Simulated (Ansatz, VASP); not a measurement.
Sn2Ru3S2: VASP beside Ansatz

```
Sn S Ru
1.0
     5.56843    0.00000    0.00000
     2.72679    4.85511    0.00000
     2.72679    1.59596    4.58530
Sn S Ru
2 2 3
Direct
  0.50000 0.50000 0.50000
  0.00000 0.00000 0.00000
  0.21500 0.21500 0.21500
  0.78500 0.78500 0.78500
  0.00000 0.50000 0.50000
  0.50000 0.00000 0.50000
  0.50000 0.50000 0.00000
```

Alike in both runs: task single point; functional r2SCAN; k mesh 4 × 4 × 4; occupations fermi-dirac, width 0.0337 eV; no spin polarisation.

|  | VASP | Ansatz |
| --- | --- | --- |
| version | VASP 6.6.1 | Ansatz 0.2.0 |
| potentials or method | VASP PAW PBE potentials, release 64 (Sn_d, S, Ru_pv), cutoff 520 eV | PAW plane waves |
| valence electrons in the cell | 82 | 88 |

Ansatz gave:

* gap on the k mesh at the Fermi level (eV): none
* pressure (GPa): 0.3
* rms of the force components (eV/Å): 0.244

Question: Which values does VASP return?

Answer: gap on the k mesh at the Fermi level (eV): none; pressure (GPa): 0.5; rms of the force components (eV/Å): 0.238.

VASP's potentials were made for PBE, not for r2SCAN. A gap of «none» marks a metal or a gap that the smearing closes. The functional is the same, so the differences come from potentials, cutoffs and numerics. VASP's potentials hold 82 valence electrons a cell and Ansatz's 88, so a difference there can come from the potentials and not from the codes. Ansatz's warnings: structure snapped to symmetry.
